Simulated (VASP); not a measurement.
Here is a VASP 6.6.1 calculation.

The input INCAR:

```
SYSTEM = Hf
PREC     = Accurate       ! precision mode
ENCUT    = 520            ! plane-wave cutoff, eV
EDIFF    = 1E-6           ! SCF threshold, eV
ISMEAR   = 0              ! smearing method
SIGMA    = 0.15           ! smearing width, eV
LREAL    = .FALSE.        ! projectors in reciprocal space
LASPH    = .TRUE.         ! aspherical terms in the spheres
NELM     = 100            ! most SCF steps
ALGO     = Fast           ! electronic algorithm
ISIF     = 2              ! what is computed and relaxed
LWAVE    = .FALSE.        ! write WAVECAR
LCHARG   = .FALSE.        ! write CHGCAR
GGA      = CA             ! functional
NBANDS   = 11             ! bands
```

KPOINTS

```
Automatic mesh
0
G
  18 18 18
  0 0 0
```

The input POSCAR:

```
Hf
1.0
    0.0000000000      2.4306381945      1.8529528837
    2.2562426290      0.0000000000      1.8529528837
    2.2562426290      2.4306381945      0.0000000000
Hf
1
Direct
    0.0000000000      0.0000000000      0.0000000000
```

Potentials or basis: VASP PAW LDA potentials, release 64 (Hf_pv).

Command:

```bash
$ cat potpaw_LDA.64/Hf_pv/POTCAR > POTCAR
$ mpirun -np 1 vasp_std > vasp.out
```

Problem. What does it give for the pressure?

Solution. 1.2 GPa.

Problem. What does it give for the band gap on the k mesh?

Solution. Zero (band 5 reaches 6.34 eV, above the bottom of band 6 at 4.33 eV).

Stress tensor (GPa, compression positive):
```
 2.49  0.00  0.00
 0.00 -2.16  0.00
 0.00  0.00  3.31
```

Caveat: the cell differs from its parent crystal (strain +e along x and -e along y -0.0400, strain +e along z and -e/2 along x and y -0.1500); spin-orbit coupling is left out, which moves the levels of the heavy elements.
